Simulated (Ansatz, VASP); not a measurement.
One calculation of BeS, two programs

```
CELL_PARAMETERS angstrom
0.00000 2.40121 2.40121
2.40121 0.00000 2.40121
2.40121 2.40121 0.00000
ATOMIC_POSITIONS crystal
Be 0.00000 0.00000 0.00000
S 0.25000 0.25000 0.25000
```

Alike in both runs: task relaxation of the atoms; functional r2SCAN; k mesh 10 × 10 × 10; occupations fermi-dirac, width 0.02 eV; no spin polarisation.

|  | VASP | Ansatz |
| --- | --- | --- |
| version | VASP 6.6.1 | Ansatz 0.2.0 |
| potentials or method | VASP PAW PBE potentials, release 64 (Be, S), cutoff 520 eV | PAW plane waves |
| valence electrons in the cell | 8 | 8 |

```csv
,VASP,Ansatz,Ansatz less VASP
"gap on the k mesh at the Fermi level, each at its own relaxed structure (eV)",3.50,3.49,-0.009
```

VASP's potentials were made for PBE, not for r2SCAN. Ansatz's warnings: stress scf threshold loose.

Noted on VASP's run: the relaxation stopped at its first step, so nothing moved.
